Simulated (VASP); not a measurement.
# MoSe in VASP: further runs

MoSe is run at these levels: PBE, PBEsol-based screened hybrid, HSE06; tasks: single point.

Program: VASP 6.6.1. These are calculated values, not measurements. Logs are shortened: lines on timing, memory, paths and dates and some standing lists are left out, and cuts for length are marked.

## Step 1: The cell of the first run

It takes space group Fm-3m (No. 225, cubic). Conventional cell: a = 5.862 Å, b = 5.862 Å, c = 5.862 Å, α = 90.00°, β = 90.00°, γ = 90.00°. Within 3.9 Å of Mo (site symmetry m-3m) lie 6 Se at 2.93 Å. Se (site symmetry m-3m) has 6 Mo at 2.93 Å within 3.9 Å.

## Step 2: Single point, PBE (volume scaled by 1.04)

Contents of INCAR:

```
SYSTEM = MoSe
PREC = Accurate
ENCUT = 520
EDIFF = 1E-6
ISMEAR = -1
SIGMA = 0.05
LREAL = .False.
LASPH = .True.
NELM = 80
ALGO = Normal
ISIF = 2
LWAVE = .False.
LCHARG = .True.
GGA = PE
LELF = .True.
LVHAR = .True.
NBANDS = 17
```

Contents of KPOINTS:

```
Automatic mesh
0
Gamma
  8 8 8
  0 0 0
```

Contents of POSCAR:

```
MoSe
1.0
    0.0000000000      2.9309480797      2.9309480797
    2.9309480797      0.0000000000      2.9309480797
    2.9309480797      2.9309480797      0.0000000000
Mo Se
1 1
Direct
    0.0000000000      0.0000000000      0.0000000000
    0.5000000000      0.5000000000      0.5000000000
```

Potentials or basis: VASP PAW PBE potentials, release 64 (Mo_sv, Se).

Started as:

```bash
$ cat potpaw_PBE.64/Mo_sv/POTCAR potpaw_PBE.64/Se/POTCAR > POTCAR
$ mpirun -np 1 vasp_std > vasp.out
```

OUTCAR:

```text
SYSTEM = MoSe
   PREC = Accurate
   ENCUT = 520
   EDIFF = 1E-6
   ISMEAR = -1
   LREAL = .False.
   LASPH = .True.
   NELM = 80
   ISIF = 2
   GGA = PE

 ion  position               nearest neighbor table
   1  0.000  0.000  0.000-   2 2.93   2 2.93   2 2.93   2 2.93   2 2.93   2 2.93
   2  0.500  0.500  0.500-   1 2.93   1 2.93   1 2.93   1 2.93   1 2.93   1 2.93

  LATTYP: Found a face centered cubic cell.
 ALAT       =     5.8618961594

  Lattice vectors:

 A1 = (   0.0000000000,   2.9309480797,   2.9309480797)
 A2 = (   2.9309480797,   0.0000000000,   2.9309480797)
 A3 = (   2.9309480797,   2.9309480797,   0.0000000000)

Analysis of symmetry for initial positions (statically):
=====================================================================
 Subroutine PRICEL returns:
 Original cell was already a primitive cell.

 Routine SETGRP: Setting up the symmetry group for a
 face centered cubic supercell.

 Subroutine GETGRP returns: Found 48 space group operations
 (whereof 48 operations were pure point group operations)
 out of a pool of 48 trial point group operations.

The static configuration has the point symmetry O_h .

Analysis of symmetry for dynamics (positions and initial velocities):
=====================================================================
 Subroutine PRICEL returns:
 Original cell was already a primitive cell.

 Routine SETGRP: Setting up the symmetry group for a
 face centered cubic supercell.

 Subroutine GETGRP returns: Found 48 space group operations
 (whereof 48 operations were pure point group operations)
 out of a pool of 48 trial point group operations.

The dynamic configuration has the point symmetry O_h .

 Subroutine INISYM returns: Found 48 space group operations
 (whereof 48 operations are pure point group operations),
 and found     1 'primitive' translations

----------------------------------------------------------------------------------------

                                     Primitive cell

  volume of cell :      50.3564

  direct lattice vectors                    reciprocal lattice vectors
     0.000000000  2.930948080  2.930948080    -0.170593264  0.170593264  0.170593264
     2.930948080  0.000000000  2.930948080     0.170593264 -0.170593264  0.170593264
     2.930948080  2.930948080  0.000000000     0.170593264  0.170593264 -0.170593264

  length of vectors
     4.144986525  4.144986525  4.144986525     0.295476201  0.295476201  0.295476201

  position of ions in fractional coordinates (direct lattice)
     0.000000000  0.000000000  0.000000000
     0.500000000  0.500000000  0.500000000

  ion indices of the primitive-cell ions
   primitive index   ion index
                 1           1
                 2           2

----------------------------------------------------------------------------------------

 KPOINTS: Automatic mesh

Automatic generation of k-mesh.
 Grid dimensions read from file:
 generate k-points for:    8    8    8

 Generating k-lattice:

  Cartesian coordinates                     Fractional coordinates (reciprocal lattice)
    -0.021324158  0.021324158  0.021324158     0.125000000  0.000000000  0.000000000
     0.021324158 -0.021324158  0.021324158     0.000000000  0.125000000  0.000000000
     0.021324158  0.021324158 -0.021324158     0.000000000  0.000000000  0.125000000

  Length of vectors
     0.036934525  0.036934525  0.036934525

  Shift w.r.t. Gamma in fractional coordinates (k-lattice)
     0.000000000  0.000000000  0.000000000

 Subroutine IBZKPT returns following result:
 ===========================================

 Found     29 irreducible k-points:

 Following reciprocal coordinates:
            Coordinates               Weight
  0.000000  0.000000  0.000000      1.000000
  0.125000  0.000000  0.000000      8.000000
  0.250000  0.000000  0.000000      8.000000
  0.375000  0.000000  0.000000      8.000000
  0.500000  0.000000  0.000000      4.000000
  0.125000  0.125000  0.000000      6.000000
[... 16 lines left out ...]
  0.500000  0.250000  0.125000     48.000000
 -0.375000  0.250000  0.125000     24.000000
 [... further k-points ...]
   k-points           NKPTS =     29   k-points in BZ     NKDIM =     29   number of bands    NBANDS=     17
   number of dos      NEDOS =    301   number of ions     NIONS =      2
   total plane-waves  NPLWV =  32768
   dimension x,y,z NGX =    32 NGY =   32 NGZ =   32
   dimension x,y,z NGXF=    64 NGYF=   64 NGZF=   64
   ions per type =               1   1
   NGX,Y,Z   is equivalent  to a cutoff of  12.83, 12.83, 12.83 a.u.
   NGXF,Y,Z  is equivalent  to a cutoff of  25.67, 25.67, 25.67 a.u.
 SYSTEM =  MoSe
   PREC   = accura    normal or accurate (medium, high low for compatibility)
   ISTART =      0    job   : 0-new  1-cont  2-samecut
   ICHARG =      2    charge: 1-file 2-atom 10-const
   ISPIN  =      1    spin polarized calculation?
   LNONCOLLINEAR =      F non collinear calculations
   LSORBIT =      F    spin-orbit coupling
   LASPH  =      T    aspherical Exc in radial PAW
   ENCUT  =  520.0 eV  38.22 Ry    6.18 a.u.   7.71  7.71  7.71*2*pi/ulx,y,z
   NELM   =     80;   NELMIN=  2; NELMDL= -5     # of ELM steps
   EDIFF  = 0.1E-05   stopping-criterion for ELM
   LREAL  =      F    real-space projection
[... 7 lines left out ...]
   TEBEG  =    0.0;   TEEND  =   0.0 temperature during run
   PSTRESS=    0.0 pullay stress
   NELECT =      20.0000    total number of electrons
   NUPDOWN=      -1.0000    fix difference up-down
   EMIN   =  10.00;   EMAX   =-10.00  energy-range for DOS
   EFERMI =   0.00;   METHOD = LEGACY
   ISMEAR =    -1;   SIGMA  =   0.05  broadening in eV -4-tet -1-fermi 0-gaus
   EFERMI_NEDOS =   21; number of points for ismear=-14 and -15
   IALGO  =     38    algorithm
   IMIX   =      4    mixing-type and parameters
     AMIX     =   0.40;   BMIX     =  1.00
     AMIX_MAG =   1.60;   BMIX_MAG =  1.00
  volume/ion in A,a.u.               =      25.18       169.91
  Fermi-wavevector in a.u.,A,eV,Ry     =   1.203372  2.274044 19.702666  1.448105
  Thomas-Fermi vector in A             =   2.339128
   LORBIT       =      0    0 simple, 1 ext, 2 COOP (PROOUT), +10 PAW based schemes
   GGA     = PE    functional components
   LHFCALC =     F    Hartree Fock is set to
   AEXX    =    0.0000 exact exchange contribution
   IVDW    =     0    specifies the selected vdW correction
   LEPSILON=     F    determine dielectric tensor
   LRPA    =     F    only Hartree local field effects (RPA)
 non-spin polarized calculation
  energy-cutoff  :      520.00
  volume of cell :       50.36
 maximum number of plane-waves:      1380
   NGX = 15   NGY = 15   NGZ = 15

 number of electron      20.0000000 magnetization

 Free energy of the ion-electron system (eV)
  ---------------------------------------------------
  ext. energy  EPLUGINS =         0.00000000
  ---------------------------------------------------
  free energy    TOTEN  =       -11.96082385 eV

  energy without entropy =      -11.90931299  energy(sigma->0) =      -11.93506842

 E-fermi :   5.4610     XC(G=0): -10.0715

 val. band max:        5.4418250209   @ k =   0.5000   0.0000   0.0000
 cond. band min:       5.4743186361   @ k =  -0.3750   0.3750   0.1250
 fundamental gap:      0.0324936152
 Fermi energy:         5.4610175539

 k-point     1 :       0.0000    0.0000    0.0000
  band No.  band energies     occupation
      1     -55.8560      2.00000
      2     -29.9083      2.00000
      3     -29.9083      2.00000
      4     -29.9083      2.00000
      5      -8.4833      2.00000
      6       3.5446      2.00000
[... 9 lines left out ...]
     16      15.3754      0.00000
     17      15.3754      0.00000

 k-point     2 :       0.1250    0.0000    0.0000
  band No.  band energies     occupation
      1     -55.8558      2.00000
      2     -29.9115      2.00000
      3     -29.9086      2.00000
      4     -29.9086      2.00000
      5      -8.3942      2.00000
      6       2.5205      2.00000
[... 9 lines left out ...]
     16      14.7819      0.00000
     17      14.7820      0.00000

 k-point     3 :       0.2500    0.0000    0.0000
  band No.  band energies     occupation
      1     -55.8555      2.00000
      2     -29.9194      2.00000
      3     -29.9095      2.00000
      4     -29.9095      2.00000
      5      -8.1651      2.00000
      6       1.1512      2.00000
[... 9 lines left out ...]
     16      13.2613      0.00000
     17      13.2613      0.00000

 k-point     4 :       0.3750    0.0000    0.0000
  band No.  band energies     occupation
      1     -55.8551      2.00000
      2     -29.9272      2.00000
      3     -29.9104      2.00000
      4     -29.9104      2.00000
      5      -7.9114      2.00000
      6       0.1582      2.00000
[... 9 lines left out ...]
     16      11.8657      0.00000
     17      12.4128      0.00000

 k-point     5 :       0.5000    0.0000    0.0000
  band No.  band energies     occupation
      1     -55.8550      2.00000
      2     -29.9304      2.00000
      3     -29.9108      2.00000
      4     -29.9108      2.00000
      5      -7.7973      2.00000
      6      -0.2076      2.00000
[... 9 lines left out ...]
     16      11.2350      0.00000
     17      13.0436      0.00000

 k-point     6 :       0.1250    0.1250    0.0000
  band No.  band energies     occupation
      1     -55.8558      2.00000
      2     -29.9112      2.00000
      3     -29.9095      2.00000
      4     -29.9095      2.00000
      5      -8.3690      2.00000
      6       2.0942      2.00000
[... 9 lines left out ...]
     16      14.1720      0.00000
     17      14.4819      0.00000
[... 281 lines left out ...]
 k-point    21 :       0.5000    0.5000    0.0000
  band No.  band energies     occupation
      1     -55.8546      2.00000
      2     -29.9276      2.00000
      3     -29.9164      2.00000
      4     -29.9164      2.00000
      5      -7.8595      2.00000
      6       0.8451      2.00000
[... 9 lines left out ...]
     16      13.8216      0.00000
     17      16.0603      0.00000

 k-point    22 :       0.3750    0.2500    0.1250
  band No.  band energies     occupation
      1     -55.8552      2.00000
      2     -29.9209      2.00000
      3     -29.9137      2.00000
      4     -29.9108      2.00000
      5      -8.0364      2.00000
      6       0.7619      2.00000
[... 9 lines left out ...]
     16      12.4321      0.00000
     17      13.6660      0.00000

 k-point    23 :       0.5000    0.2500    0.1250
  band No.  band energies     occupation
      1     -55.8549      2.00000
      2     -29.9252      2.00000
      3     -29.9159      2.00000
      4     -29.9120      2.00000
      5      -7.8647      2.00000
      6       0.4148      2.00000
[... 9 lines left out ...]
     16      12.3782      0.00000
     17      13.2963      0.00000

 k-point    24 :      -0.3750    0.2500    0.1250
  band No.  band energies     occupation
      1     -55.8548      2.00000
      2     -29.9271      2.00000
      3     -29.9164      2.00000
      4     -29.9128      2.00000
      5      -7.7903      2.00000
      6       0.2878      2.00000
[... 9 lines left out ...]
     16      12.6553      0.00000
     17      12.8663      0.00000

 [... further k-points ...]
[... 5 lines left out ...]
  --------------------------------------------------------------------------------------
  -------------------------------------------------------------------------------------
  Total       -6.5275296     -6.5275296     -6.5275296      0.0000000      0.0000000      0.0000000
  in kB     -207.6849659   -207.6849659   -207.6849659      0.0000000      0.0000000      0.0000000
  external PRESSURE =    -207.6849659 kB  Pullay stress =       0.0000000 kB

 VOLUME and BASIS-vectors are now :
 -----------------------------------------------------------------------------
  energy-cutoff  :      520.00
  volume of cell :       50.36
      direct lattice vectors                 reciprocal lattice vectors
     0.000000000  2.930948080  2.930948080    -0.170593264  0.170593264  0.170593264
     2.930948080  0.000000000  2.930948080     0.170593264 -0.170593264  0.170593264
     2.930948080  2.930948080  0.000000000     0.170593264  0.170593264 -0.170593264

 POSITION                                       TOTAL-FORCE (eV/Angst)
 -----------------------------------------------------------------------------------
      0.00000      0.00000      0.00000        -0.000000     -0.000000     -0.000000
      2.93095      2.93095      2.93095         0.000000      0.000000      0.000000
 -----------------------------------------------------------------------------------
    total drift:                                0.000000     -0.000000     -0.000000

  FREE ENERGIE OF THE ION-ELECTRON SYSTEM (eV)
  ---------------------------------------------------
  free  energy   TOTEN  =       -11.9608238476 eV

  energy  without entropy=      -11.9093129921  energy(sigma->0) =      -11.93506842
```

Run time: 11 s. Hardware: 1 thread of Intel Xeon Platinum 8488C (Sapphire Rapids), shared host; peak memory 0.18 GiB.

What came out:

```yaml
Free_energy: -11.9608 eV
Pressure: -20.8 GPa
Band_gap_on_the_k_mesh: zero (band 10 reaches 5.59 eV, above the bottom of band 11 at 4.47 eV)
```

Caveat: the cell differs from its parent crystal (volume scaled by 1.04).

## Step 3: Single point, PBE (volume scaled by 1.06)

INCAR is that of step 2.

KPOINTS is that of step 2.

Contents of POSCAR:

```
MoSe
1.0
    0.0000000000      2.9496170421      2.9496170421
    2.9496170421      0.0000000000      2.9496170421
    2.9496170421      2.9496170421      0.0000000000
Mo Se
1 1
Direct
    0.0000000000      0.0000000000      0.0000000000
    0.5000000000      0.5000000000      0.5000000000
```

Potentials or basis: VASP PAW PBE potentials, release 64 (Mo_sv, Se).

Started as:

```bash
$ cat potpaw_PBE.64/Mo_sv/POTCAR potpaw_PBE.64/Se/POTCAR > POTCAR
$ mpirun -np 1 vasp_std > vasp.out
```

Wall time 13 s (1 thread of Intel Xeon Platinum 8488C (Sapphire Rapids), shared host); peak memory 0.18 GiB.

It converged, with:

* Free energy: -11.8350 eV
* Pressure: -20.9 GPa
* Band gap on the k mesh: zero (band 10 reaches 5.39 eV, above the bottom of band 11 at 4.31 eV)

Levels at points of the mesh, in eV from the Fermi level:
```
           k point  band 7  band 8  band 9  band 10  band 11  band 12  band 13  band 14
(0.00, 0.00, 0.00)   -1.89   -1.89   -0.95    -0.95    -0.95    -0.80    -0.80     0.59
(0.50, 0.00, 0.00)   -3.79   -3.79   -0.02    -0.02     0.26     2.60     2.61     2.61
(0.50, 0.50, 0.00)   -2.90   -2.90   -1.81    -0.35     0.28     0.28     0.48     1.51
```

Caveat: the cell differs from its parent crystal (volume scaled by 1.06).

## Step 4: Single point, PBE (atoms moved at random)

Contents of INCAR:

```
SYSTEM = MoSe
PREC     = Accurate       ! precision mode
ENCUT    = 520            ! plane-wave cutoff, eV
EDIFF    = 1E-6           ! SCF threshold, eV
ISMEAR   = -1             ! smearing method
SIGMA    = 0.05           ! smearing width, eV
LREAL    = .False.        ! projectors in reciprocal space
LASPH    = .True.         ! aspherical terms in the spheres
NELM     = 80             ! most SCF steps
ALGO     = Normal         ! electronic algorithm
ISIF     = 2              ! what is computed and relaxed
LWAVE    = .False.        ! write WAVECAR
LCHARG   = .True.         ! write CHGCAR
GGA      = PE             ! functional
LELF     = .True.         ! ELF
LVHAR    = .True.       
NBANDS   = 17             ! bands
```

Contents of KPOINTS:

```
regular mesh
0
Gamma
  8 8 8
  0 0 0
```

Contents of POSCAR:

```
MoSe
1.0
    0.0000000000      2.8928795100      2.8928795100
    2.8928795100      0.0000000000      2.8928795100
    2.8928795100      2.8928795100      0.0000000000
Mo Se
1 1
Direct
   -0.0034630000     -0.0090930000      0.0151280000
    0.4981490000      0.4951660000      0.5026950000
```

Started as:

```bash
$ cat potpaw_PBE.64/Mo_sv/POTCAR potpaw_PBE.64/Se/POTCAR > POTCAR
$ mpirun -np 1 vasp_std > vasp.out
```

Wall time 1.8 min (1 thread of Intel Xeon Platinum 8488C (Sapphire Rapids), shared host); peak memory 0.33 GiB.

Results (log left out):

```yaml
Free_energy: -12.2118 eV
Pressure: -20.2 GPa
Largest_force: 0.138 eV/Å
Band_gap_on_the_k_mesh: zero (band 10 reaches 6.00 eV, above the bottom of band 11 at 4.82 eV)
```

Forces on the atoms (eV/Å):
```
Mo   0.076  0.101 -0.055
Se  -0.076 -0.101  0.055
```

Levels at points of the mesh, in eV from the Fermi level:
```
           k point  band 8  band 9  band 10  band 11  band 12  band 13
(0.00, 0.00, 0.00)   -1.98   -1.07    -1.06    -1.05    -0.88    -0.87
(0.50, 0.00, 0.00)   -4.03   -0.02    -0.02     0.30     2.54     2.87
(0.00, 0.50, 0.00)   -4.03   -0.02    -0.02     0.30     2.54     2.88
(0.00, 0.00, 0.50)   -4.04   -0.02    -0.02     0.30     2.59     2.88
(0.50, 0.50, 0.50)   -4.03   -0.02    -0.02     0.30     2.55     2.88
(0.50, 0.50, 0.00)   -3.06   -2.01    -0.39     0.32     0.32     0.59
(0.00, 0.50, 0.50)   -3.05   -2.01    -0.39     0.32     0.32     0.59
(0.50, 0.00, 0.50)   -3.05   -2.02    -0.39     0.32     0.32     0.59
```

Caveat: the cell differs from its parent crystal (atoms moved at random).

## Step 5: Single point, PBEsol-based screened hybrid

This run uses another cell than the first one, of 16.66 Å³/atom, 0.662 times its volume.

Contents of POSCAR:

```
MoSe
1.0
    0.0000000000      2.5542299211      2.5542299211
    2.5542299211      0.0000000000      2.5542299211
    2.5542299211      2.5542299211      0.0000000000
Mo Se
1 1
Direct
    0.0000000000      0.0000000000      0.0000000000
    0.5000000000      0.5000000000      0.5000000000
```

Contents of INCAR.step1:

```
PREC = Accurate
ENCUT = 520
EDIFF = 1E-5
ISMEAR = -1
SIGMA = 0.05
LREAL = False
LASPH = True
NELM = 100
ALGO = Normal
ISIF = 2
LWAVE = True
LCHARG = False
NBANDS = 17
GGA = PE
```

Contents of INCAR.step2:

```
PREC = Accurate
ENCUT = 520
EDIFF = 1E-6
ISMEAR = -1
SIGMA = 0.05
LREAL = False
LASPH = True
NELM = 100
ALGO = Normal
ISIF = 2
LWAVE = False
LCHARG = False
GGA = PS
LHFCALC = True
AEXX = 0.25
HFSCREEN = 0.207
PRECFOCK = Normal
NBANDS = 17
ISTART = 1
```

Contents of KPOINTS:

```
Automatic mesh
0
Gamma
  4 4 4
```

Started as:

```bash
$ cat potpaw_PBE.64/Mo_sv/POTCAR potpaw_PBE.64/Se/POTCAR > POTCAR
$ cp INCAR.step1 INCAR
$ mpirun -np 1 vasp_std > vasp.out
$ cp INCAR.step2 INCAR
$ mpirun -np 1 vasp_std > vasp.out
```

It took 6.9 min on 1 thread of AMD EPYC 9R45 (Zen 5), shared host; peak memory 0.25 GiB.

Results (log left out):

```
Free energy            : -16.9103 eV
Pressure               : 0.1 GPa
Band gap on the k mesh : zero (band 10 reaches 10.54 eV, above the bottom of band 11 at 7.70 eV)
```

Levels at points of the mesh, in eV from the Fermi level:
```csv
k point,band 7,band 8,band 9,band 10,band 11,band 12,band 13,band 14
"(0.00, 0.00, 0.00)",-2.94,-2.94,-2.86,-2.86,-2.86,-1.94,-1.94,3.68
"(0.50, 0.00, 0.00)",-6.95,-6.95,-0.39,-0.39,0.70,2.65,5.91,5.91
"(0.50, 0.50, 0.00)",-4.84,-4.78,-4.78,-0.82,0.59,0.59,2.05,3.53
```

Caveat: the k points lie up to 0.53 Å⁻¹ apart; the PAW data sets were made with another functional, which shifts forces and pressure a little.

(Continued in part 2 of 2.)
